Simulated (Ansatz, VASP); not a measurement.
SnSe in VASP and in Ansatz

```
CELL_PARAMETERS angstrom
11.59385 0.00000 0.00000
0.00000 4.09631 0.00000
0.00000 0.00000 4.66826
ATOMIC_POSITIONS crystal
Sn 0.11863 0.25000 0.12179
Sn 0.38137 0.75000 0.62179
Sn 0.61863 0.25000 0.37821
Sn 0.88137 0.75000 0.87821
Se 0.35278 0.25000 0.01262
Se 0.14722 0.75000 0.51262
Se 0.85278 0.25000 0.48738
Se 0.64722 0.75000 0.98738
```

Alike in both runs: functional r2SCAN; k mesh 4 × 8 × 6; occupations fermi-dirac, width 0.02 eV; no spin polarisation.

Ansatz relaxed the structure, and its values are those at the end. VASP's run is a single point on that final structure, the one shown.

|  | VASP | Ansatz |
| --- | --- | --- |
| version | VASP 6.6.1 | Ansatz 0.2.0 |
| potentials or method | VASP PAW PBE potentials, release 64 (Sn_d, Se), cutoff 520 eV | PAW plane waves |
| valence electrons in the cell | 80 | 120 |

Ansatz gave:

| Property | Result |
| --- | --- |
| gap on the k mesh at the Fermi level (eV) | 0.99 |
| pressure (GPa) | 0.5 |
| rms of the force components (eV/Å) | 0.004 |

Problem. Estimate VASP's values.

Solution. gap on the k mesh at the Fermi level (eV): 0.99; pressure (GPa): 0.6; rms of the force components (eV/Å): 0.009.

VASP's potentials were made for PBE, not for r2SCAN. With one functional, cell and mesh, what is left measures potentials, basis and numerics. VASP's potentials hold 80 valence electrons a cell and Ansatz's 120, so a difference there can come from the potentials and not from the codes. Ansatz's warnings: stress scf threshold loose.
